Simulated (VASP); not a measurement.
# TiAu in VASP: a series of runs, part 2 of 2

VASP 6.6.1. The steps go on from the part before.

**3. Single point, LDA**

INCAR

```
SYSTEM = TiAu
PREC = Accurate
ENCUT = 520
EDIFF = 1E-6
ISMEAR = 1
SIGMA = 0.1
LREAL = .FALSE.
LASPH = .TRUE.
NELM = 80
ALGO = Normal
ISIF = 2
LWAVE = .FALSE.
LCHARG = .TRUE.
GGA = CA
LELF = .TRUE.
LVHAR = .TRUE.
NBANDS = 18
```

KPOINTS

```
regular mesh
0
G
  5 5 5
  0 0 0
```

POSCAR

```
TiAu
1.0
    3.2540000000      0.0000000000      0.0000000000
    0.0000000000      3.2540000000      0.0000000000
    0.0000000000      0.0000000000      3.2540000000
Ti Au
1 1
Direct
    0.5050000000      0.5000000000      0.5000000000
    0.0000000000      0.0000000000      0.0000000000
```

Potentials or basis: VASP PAW LDA potentials, release 64 (Ti_sv, Au).

The run is started by

```console
> cat potpaw_LDA.64/Ti_sv/POTCAR potpaw_LDA.64/Au/POTCAR > POTCAR
> mpirun -np 1 vasp_std > vasp.out
```

OUTCAR:

```text
SYSTEM = TiAu
   PREC = Accurate
   ENCUT = 520
   EDIFF = 1E-6
   ISMEAR = 1
   LREAL = .FALSE.
   LASPH = .TRUE.
   NELM = 80
   ISIF = 2
   GGA = CA

 ion  position               nearest neighbor table
   1  0.505  0.500  0.500-   2 2.81   2 2.81   2 2.81   2 2.81   2 2.83   2 2.83   2 2.83   2 2.83

   2  0.000  0.000  0.000-   1 2.81   1 2.81   1 2.81   1 2.81   1 2.83   1 2.83   1 2.83   1 2.83

  LATTYP: Found a simple cubic cell.
 ALAT       =     3.2540000000

  Lattice vectors:

 A1 = (   3.2540000000,   0.0000000000,   0.0000000000)
 A2 = (   0.0000000000,   3.2540000000,   0.0000000000)
 A3 = (   0.0000000000,   0.0000000000,   3.2540000000)

Analysis of symmetry for initial positions (statically):
=====================================================================
 Subroutine PRICEL returns:
 Original cell was already a primitive cell.

 Routine SETGRP: Setting up the symmetry group for a
 simple cubic supercell.

 Subroutine GETGRP returns: Found  8 space group operations
 (whereof  8 operations were pure point group operations)
 out of a pool of 48 trial point group operations.

The static configuration has the point symmetry C_4v.

Analysis of symmetry for dynamics (positions and initial velocities):
=====================================================================
 Subroutine PRICEL returns:
 Original cell was already a primitive cell.

 Routine SETGRP: Setting up the symmetry group for a
 simple cubic supercell.

 Subroutine GETGRP returns: Found  8 space group operations
 (whereof  8 operations were pure point group operations)
 out of a pool of 48 trial point group operations.

The dynamic configuration has the point symmetry C_4v.

 Subroutine INISYM returns: Found  8 space group operations
 (whereof  8 operations are pure point group operations),
 and found     1 'primitive' translations

----------------------------------------------------------------------------------------

                                     Primitive cell

  volume of cell :      34.4550

  direct lattice vectors                    reciprocal lattice vectors
     3.254000000  0.000000000  0.000000000     0.307314075  0.000000000  0.000000000
     0.000000000  3.254000000  0.000000000     0.000000000  0.307314075  0.000000000
     0.000000000  0.000000000  3.254000000     0.000000000  0.000000000  0.307314075

  length of vectors
     3.254000000  3.254000000  3.254000000     0.307314075  0.307314075  0.307314075

  position of ions in fractional coordinates (direct lattice)
     0.505000000  0.500000000  0.500000000
     0.000000000  0.000000000  0.000000000

  ion indices of the primitive-cell ions
   primitive index   ion index
                 1           1
                 2           2

----------------------------------------------------------------------------------------

 KPOINTS: regular mesh

Automatic generation of k-mesh.
 Grid dimensions read from file:
 generate k-points for:    5    5    5

 Generating k-lattice:

  Cartesian coordinates                     Fractional coordinates (reciprocal lattice)
     0.061462815  0.000000000  0.000000000     0.200000000  0.000000000  0.000000000
     0.000000000  0.061462815  0.000000000     0.000000000  0.200000000  0.000000000
     0.000000000  0.000000000  0.061462815     0.000000000  0.000000000  0.200000000

  Length of vectors
     0.061462815  0.061462815  0.061462815

  Shift w.r.t. Gamma in fractional coordinates (k-lattice)
     0.000000000  0.000000000  0.000000000

 Subroutine IBZKPT returns following result:
 ===========================================

 Found     18 irreducible k-points:

 Following reciprocal coordinates:
            Coordinates               Weight
  0.000000  0.000000  0.000000      1.000000
  0.200000  0.000000  0.000000      2.000000
  0.000000  0.200000  0.000000      4.000000
  0.400000  0.000000  0.000000      2.000000
  0.000000  0.400000  0.000000      4.000000
  0.200000  0.200000  0.000000      8.000000
[... 10 lines left out ...]
  0.200000  0.400000  0.400000      8.000000
  0.400000  0.400000  0.400000      8.000000
   k-points           NKPTS =     18   k-points in BZ     NKDIM =     18   number of bands    NBANDS=     18
   number of dos      NEDOS =    301   number of ions     NIONS =      2
   total plane-waves  NPLWV =  13824
   dimension x,y,z NGX =    24 NGY =   24 NGZ =   24
   dimension x,y,z NGXF=    48 NGYF=   48 NGZF=   48
   ions per type =               1   1
   NGX,Y,Z   is equivalent  to a cutoff of  12.26, 12.26, 12.26 a.u.
   NGXF,Y,Z  is equivalent  to a cutoff of  24.52, 24.52, 24.52 a.u.
 SYSTEM =  TiAu
   PREC   = accura    normal or accurate (medium, high low for compatibility)
   ISTART =      0    job   : 0-new  1-cont  2-samecut
   ICHARG =      2    charge: 1-file 2-atom 10-const
   ISPIN  =      1    spin polarized calculation?
   LNONCOLLINEAR =      F non collinear calculations
   LSORBIT =      F    spin-orbit coupling
   LASPH  =      T    aspherical Exc in radial PAW
   ENCUT  =  520.0 eV  38.22 Ry    6.18 a.u.   6.05  6.05  6.05*2*pi/ulx,y,z
   NELM   =     80;   NELMIN=  2; NELMDL= -5     # of ELM steps
   EDIFF  = 0.1E-05   stopping-criterion for ELM
   LREAL  =      F    real-space projection
   EDIFFG = 0.1E-04   stopping-criterion for IOM
   NSW    =      0    number of steps for IOM
   IBRION =     -1    ionic relax: 0-MD 1-quasi-New 2-CG
   NFREE  =      0    steps in history (QN), initial steepest desc. (CG)
   ISIF   =      2    stress and relaxation
   ISYM   =      2    0-nonsym 1-usesym 2-fastsym
   POTIM  = 0.5000    time-step for ionic-motion
   TEBEG  =    0.0;   TEEND  =   0.0 temperature during run
   PSTRESS=    0.0 pullay stress
   NELECT =      23.0000    total number of electrons
   NUPDOWN=      -1.0000    fix difference up-down
   EMIN   =  10.00;   EMAX   =-10.00  energy-range for DOS
   EFERMI =   0.00;   METHOD = LEGACY
   ISMEAR =     1;   SIGMA  =   0.10  broadening in eV -4-tet -1-fermi 0-gaus
   EFERMI_NEDOS =   21; number of points for ismear=-14 and -15
   IALGO  =     38    algorithm
   IMIX   =      4    mixing-type and parameters
     AMIX     =   0.40;   BMIX     =  1.00
     AMIX_MAG =   1.60;   BMIX_MAG =  1.00
  volume/ion in A,a.u.               =      17.23       116.26
  Fermi-wavevector in a.u.,A,eV,Ry     =   1.430759  2.703743 27.852106  2.047072
  Thomas-Fermi vector in A             =   2.550570
   LORBIT       =      0    0 simple, 1 ext, 2 COOP (PROOUT), +10 PAW based schemes
   GGA     = CA    functional components
   LHFCALC =     F    Hartree Fock is set to
   AEXX    =    0.0000 exact exchange contribution
   IVDW    =     0    specifies the selected vdW correction
   LEPSILON=     F    determine dielectric tensor
   LRPA    =     F    only Hartree local field effects (RPA)
 non-spin polarized calculation
 Methfessel and Paxton  Order N= 1 SIGMA  =   0.10
  energy-cutoff  :      520.00
  volume of cell :       34.46
 maximum number of plane-waves:       948
   NGX = 13   NGY = 13   NGZ = 13

 number of electron      23.0000002 magnetization

 Free energy of the ion-electron system (eV)
  ---------------------------------------------------
  ext. energy  EPLUGINS =         0.00000000
  ---------------------------------------------------
  free energy    TOTEN  =       -13.62458371 eV

  energy without entropy =      -13.61852163  energy(sigma->0) =      -13.62256301

 E-fermi :   9.0928     XC(G=0): -12.3878

 val. band max:        9.0887732664   @ k =   0.4000   0.4000   0.0000
 cond. band min:       9.1257331143   @ k =   0.4000   0.2000   0.2000
 fundamental gap:      0.0369598479
 Fermi energy:         9.0928110816

 k-point     1 :       0.0000    0.0000    0.0000
  band No.  band energies     occupation
      1     -47.6939      2.00000
      2     -24.2527      2.00000
      3     -24.2527      2.00000
      4     -24.2523      2.00000
      5       0.4696      2.00000
      6       2.8830      2.00000
[... 10 lines left out ...]
     17      15.8083      0.00000
     18      15.8105      0.00000
[... 337 lines left out ...]
 k-point    18 :       0.4000    0.4000    0.4000
  band No.  band energies     occupation
      1     -47.6646      2.00000
      2     -24.3464      2.00000
      3     -24.3462      2.00000
      4     -24.3454      2.00000
      5       3.3382      2.00000
      6       3.5125      2.00000
[... 10 lines left out ...]
     17      15.6271      0.00000
     18      15.6282      0.00000

------------------------ aborting loop because EDIFF is reached ----------------------------------------

  FORCE on cell =-STRESS in cart. coord.  units (eV):
  Direction    XX          YY          ZZ          XY          YZ          ZX
  --------------------------------------------------------------------------------------
  -------------------------------------------------------------------------------------
  Total       -1.9393040     -1.9385021     -1.9385021     -0.0000000      0.0000000     -0.0000000
  in kB      -90.1786701    -90.1413842    -90.1413842     -0.0000000      0.0000000     -0.0000000
  external PRESSURE =     -90.1538128 kB  Pullay stress =       0.0000000 kB

 VOLUME and BASIS-vectors are now :
 -----------------------------------------------------------------------------
  energy-cutoff  :      520.00
  volume of cell :       34.46
      direct lattice vectors                 reciprocal lattice vectors
     3.254000000  0.000000000  0.000000000     0.307314075  0.000000000  0.000000000
     0.000000000  3.254000000  0.000000000     0.000000000  0.307314075  0.000000000
     0.000000000  0.000000000  3.254000000     0.000000000  0.000000000  0.307314075

 POSITION                                       TOTAL-FORCE (eV/Angst)
 -----------------------------------------------------------------------------------
      1.64327      1.62700      1.62700        -0.037414     -0.000000      0.000000
      0.00000      0.00000      0.00000         0.037414      0.000000     -0.000000
 -----------------------------------------------------------------------------------
    total drift:                               -0.000124      0.000000      0.000001

  FREE ENERGIE OF THE ION-ELECTRON SYSTEM (eV)
  ---------------------------------------------------
  free  energy   TOTEN  =       -13.6245837072 eV

  energy  without entropy=      -13.6185216265  energy(sigma->0) =      -13.62256301
```

OSZICAR:

```text
N       E                     dE             d eps       ncg     rms          rms(c)
DAV:   1     0.203211838489E+03    0.20321E+03   -0.11876E+04   648   0.140E+03
DAV:   2    -0.976428683591E+00   -0.20419E+03   -0.19860E+03   670   0.376E+02
DAV:   3    -0.150342556262E+02   -0.14058E+02   -0.13908E+02   980   0.886E+01
DAV:   4    -0.156502645793E+02   -0.61601E+00   -0.61188E+00   794   0.149E+01
DAV:   5    -0.156642961925E+02   -0.14032E-01   -0.14029E-01   758   0.231E+00    0.109E+01
DAV:   6    -0.137723298363E+02    0.18920E+01   -0.65026E+00   680   0.248E+01    0.364E+00
DAV:   7    -0.136759881302E+02    0.96342E-01   -0.88694E-01   680   0.887E+00    0.311E+00
DAV:   8    -0.136327413176E+02    0.43247E-01   -0.20828E-01   726   0.396E+00    0.159E+00
DAV:   9    -0.136327690251E+02   -0.27707E-04   -0.10177E-01   694   0.358E+00    0.651E-01
DAV:  10    -0.136245626753E+02    0.82063E-02   -0.32769E-02   686   0.164E+00    0.791E-02
DAV:  11    -0.136246107511E+02   -0.48076E-04   -0.12370E-03   760   0.283E-01    0.581E-02
DAV:  12    -0.136245853417E+02    0.25409E-04   -0.10887E-04   726   0.943E-02    0.224E-02
DAV:  13    -0.136245840710E+02    0.12706E-05   -0.87483E-06   696   0.263E-02    0.762E-03
DAV:  14    -0.136245837072E+02    0.36381E-06   -0.31251E-06   518   0.164E-02
   1 F= -.13624584E+02 E0= -.13622563E+02  d E =-.606208E-02
```

Wall time 6.7 s (1 thread of Intel Xeon Platinum 8259CL at 2.50GHz (Skylake/Cascade Lake), shared host); peak memory 0.13 GiB.

Results:

```
Free energy   : -13.6246 eV
Pressure      : -9.0 GPa
Largest force : 0.037 eV/Å
```

Forces on the atoms (eV/Å):
```
Ti  -0.037  0.000  0.000
Au   0.037  0.000  0.000
```

Caveat: the k points lie up to 0.39 Å⁻¹ apart; spin-orbit coupling is left out, which moves the levels of the heavy elements.
